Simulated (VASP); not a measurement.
# SiNi (Pnma) in VASP: notebook, part 2 of 2

VASP 6.6.1. Earlier steps stand in the parts before.

### 4 Relaxation of shape and atoms at fixed volume, PBEsol (12.98 Å³/atom)

Input file INCAR:

```
PREC = Accurate ; ENCUT = 600
EDIFF = 1E-6 ; ISMEAR = 0
SIGMA = 0.1 ; LREAL = F
LASPH = T ; NELM = 100
ALGO = Fast ; ISIF = 4
LWAVE = F ; LCHARG = F
GGA = PS ; IBRION = 2
NSW = 50 ; EDIFFG = -0.01
```

Input file KPOINTS:

```
Automatic mesh
0
Gamma
  8 10 6
```

Input file POSCAR:

```
SiNi
1.0
    5.2459839858      0.0000000000      0.0000000000
    0.0000000000      3.4508423905      0.0000000000
    0.0000000000      0.0000000000      5.7382421994
Si Ni
4 4
Direct
    0.3184538670      0.7500000000      0.0844238664
    0.1815461330      0.2500000000      0.5844238664
    0.8184538670      0.7500000000      0.4155761336
    0.6815461330      0.2500000000      0.9155761336
    0.0068628278      0.2500000000      0.1904263133
    0.4931371722      0.7500000000      0.6904263133
    0.5068628278      0.2500000000      0.3095736867
    0.9931371722      0.7500000000      0.8095736867
```

The run is started by

```console
$ cat potpaw_PBE.64/Si/POTCAR potpaw_PBE.64/Ni/POTCAR > POTCAR
$ mpirun -np 1 vasp_std > vasp.out
```

It took 31 min on 1 thread of Oxide Virtual Turin-like, shared host; peak memory 0.5 GiB.

Results (log left out):

```
Free energy                  : -51.8314 eV
Energy gained by relaxing    : 0.5 meV/atom
Ionic steps                  : 6
Pressure after relaxing      : -13.9 GPa
Largest force after relaxing : 0.009 eV/Å
Band gap on the k mesh       : zero (bands 28 and 29 overlap by 1.76 eV)
```

Forces in eV/Å, atoms in the order of the input:
```
Si  -0.006  0.000 -0.007
Si   0.006  0.000 -0.007
Si  -0.006  0.000  0.007
Si   0.006  0.000  0.007
Ni   0.005  0.000 -0.003
Ni  -0.005  0.000 -0.003
Ni   0.005  0.000  0.003
Ni  -0.005  0.000  0.003
```

Stress tensor (GPa, compression positive):
```
-13.83   0.00   0.00
  0.00 -13.96   0.00
  0.00   0.00 -13.84
```

The path:
```
step  energy change (eV)  largest force (eV/Å)  pressure (GPa)  volume (Å³)
   1              0.0000                0.0849          -14.09       103.88
   2             -0.0018                0.0558          -14.12       103.88
   3             -0.0035                0.0238          -13.94       103.88
   4             -0.0019                0.0782          -13.64       103.88
   5             -0.0037                0.0154          -13.85       103.88
   6             -0.0040                0.0091          -13.88       103.88
```

Final structure:
```
Si Ni
1.0
     5.23809    0.00000    0.00000
     0.00000    3.44590    0.00000
     0.00000    0.00000    5.75514
Si Ni
4 4
Direct
  0.31651 0.75000 0.08353
  0.18349 0.25000 0.58353
  0.81651 0.75000 0.41647
  0.68349 0.25000 0.91647
  0.00539 0.25000 0.19262
  0.49461 0.75000 0.69262
  0.50539 0.25000 0.30738
  0.99461 0.75000 0.80738
```

Levels at points of the mesh, in eV from the Fermi level:
```tsv
k point	band 26	band 27	band 28	band 29	band 30	band 31
(0.00, 0.00, 0.00)	-1.13	-1.02	-0.85	0.67	1.08	3.33
(0.50, 0.00, 0.00)	-1.72	1.01	1.01	1.11	1.11	3.37
(0.00, 0.50, 0.00)	-1.73	-1.34	-1.34	-0.57	-0.57	1.84
(0.50, 0.50, 0.00)	-1.53	-1.53	-1.53	0.30	0.30	0.30
(0.00, 0.00, 0.50)	-1.33	-0.25	-0.25	0.87	0.87	2.96
(0.50, 0.00, 0.50)	-0.92	0.77	0.77	2.22	2.22	2.57
(0.00, 0.50, 0.50)	-1.81	-1.60	-1.60	0.19	0.19	1.09
(0.50, 0.50, 0.50)	-1.74	-1.74	-1.74	2.29	2.29	2.29
```

Caveat: the PAW data sets were made with another functional, which shifts forces and pressure a little.

### 5 Single point, PBEsol

This run uses another cell than the first one: it holds 8 atoms, not 16.

Input file INCAR:

```
SYSTEM = SiNi
PREC = Accurate ; ENCUT = 520
EDIFF = 1E-6 ; ISMEAR = 0
SIGMA = 0.15 ; LREAL = .False.
LASPH = .True. ; NELM = 100
ALGO = Fast ; ISIF = 2
LWAVE = .False. ; LCHARG = .False.
GGA = PS ; NBANDS = 38
```

Input file KPOINTS:

```
regular mesh
0
Gamma
  8 12 8
  0 0 0
```

Input file POSCAR:

```
SiNi
1.0
    5.0878282843      0.0000000000      0.0000000000
    0.0000000000      3.3577714910      0.0000000000
    0.0000000000      0.0000000000      5.5278301702
Si Ni
4 4
Direct
    0.3214276657      0.7500000000      0.0865554855
    0.1785723343      0.2500000000      0.5865554855
    0.8214276657      0.7500000000      0.4134445145
    0.6785723343      0.2500000000      0.9134445145
    0.0093007310      0.2500000000      0.1873863638
    0.4906992690      0.7500000000      0.6873863638
    0.5093007310      0.2500000000      0.3126136362
    0.9906992690      0.7500000000      0.8126136362
```

The run is started by

```console
$ cat potpaw_PBE.64/Si/POTCAR potpaw_PBE.64/Ni/POTCAR > POTCAR
$ mpirun -np 1 vasp_std > vasp.out
```

Run time: 13 min. Hardware: 1 thread of Oxide Virtual Turin-like, shared host; peak memory 0.52 GiB.

Results (log left out):

- Free energy: -52.2756 eV
- Pressure: -0.3 GPa
- Largest force: 0.014 eV/Å
- Band gap on the k mesh: zero (bands 28 and 29 overlap by 1.87 eV)

Forces on the atoms (eV/Å):
```
Si  -0.013  0.000  0.007
Si   0.013  0.000  0.007
Si  -0.013  0.000 -0.007
Si   0.013  0.000 -0.007
Ni   0.014  0.000 -0.002
Ni  -0.014  0.000 -0.002
Ni   0.014  0.000  0.002
Ni  -0.014  0.000  0.002
```

Stress tensor (GPa, compression positive):
```
-0.16  0.00  0.00
 0.00 -0.29  0.00
 0.00  0.00 -0.44
```

Levels at points of the mesh, in eV from the Fermi level:
| k point | band 24 | band 25 | band 26 | band 27 | band 28 | band 29 | band 30 | band 31 | band 32 | band 33 |
| --- | --- | --- | --- | --- | --- | --- | --- | --- | --- | --- |
| (0.00, 0.00, 0.00) | -2.04 | -1.82 | -1.31 | -1.17 | -0.95 | 0.65 | 1.37 | 3.34 | 3.83 | 4.00 |
| (0.50, 0.00, 0.00) | -2.08 | -1.90 | -1.90 | 1.00 | 1.00 | 1.10 | 1.10 | 3.71 | 3.71 | 4.68 |
| (0.00, 0.50, 0.00) | -2.23 | -1.99 | -1.99 | -1.46 | -1.46 | -0.61 | -0.61 | 2.06 | 2.06 | 2.60 |
| (0.50, 0.50, 0.00) | -2.17 | -1.76 | -1.76 | -1.76 | -1.76 | 0.49 | 0.49 | 0.49 | 0.49 | 4.35 |
| (0.00, 0.00, 0.50) | -2.16 | -1.43 | -1.43 | -0.22 | -0.22 | 0.85 | 0.85 | 3.35 | 3.35 | 4.43 |
| (0.50, 0.00, 0.50) | -2.14 | -1.00 | -1.00 | 0.82 | 0.82 | 2.32 | 2.32 | 2.66 | 2.66 | 2.95 |
| (0.00, 0.50, 0.50) | -2.11 | -2.07 | -2.07 | -1.75 | -1.75 | 0.17 | 0.17 | 1.37 | 1.37 | 2.40 |
| (0.50, 0.50, 0.50) | -2.28 | -1.96 | -1.96 | -1.96 | -1.96 | 2.64 | 2.64 | 2.64 | 2.64 | 3.61 |

Caveat: the PAW data sets were made with another functional, which shifts forces and pressure a little.

### 6 Summary

| task | cell | k mesh | cutoff (eV) | smearing | gap on the mesh (eV) | pressure (GPa) | largest force (eV/Å) |
| --- | --- | --- | --- | --- | --- | --- | --- |
| single point | a = 5.088, b = 3.358, c = 11.056 Å, 16 atoms, atomic positions A | 8 × 12 × 4 | 520 | gaussian 0.15 eV | none | 0.2 | 0.02 |
| single point | a = 3.358, b = 5.088, c = 5.528 Å, 8 atoms, atomic positions B | 10 × 7 × 6 | 520 | gaussian 0.1 eV | none | 0.2 | 0.02 |
| relaxation of shape and atoms at fixed volume | relaxed from a = 5.246, b = 3.451, c = 5.738 Å, 8 atoms, atomic positions C | 8 × 10 × 6 | 600 | gaussian 0.1 eV | none | -13.9 | 0.01 |
| single point | a = 5.088, b = 3.358, c = 5.528 Å, 8 atoms, atomic positions D | 8 × 12 × 8 | 520 | gaussian 0.15 eV | none | -0.3 | 0.01 |

Alike in all rows: level PBEsol; potentials or basis VASP PAW PBE potentials, release 64 (Si, Ni); no spin polarisation.

Caveats: the PAW data sets were made with another functional, which shifts forces and pressure a little.

Total energies depend on the potentials used, so only differences within one code and one set of settings carry meaning.
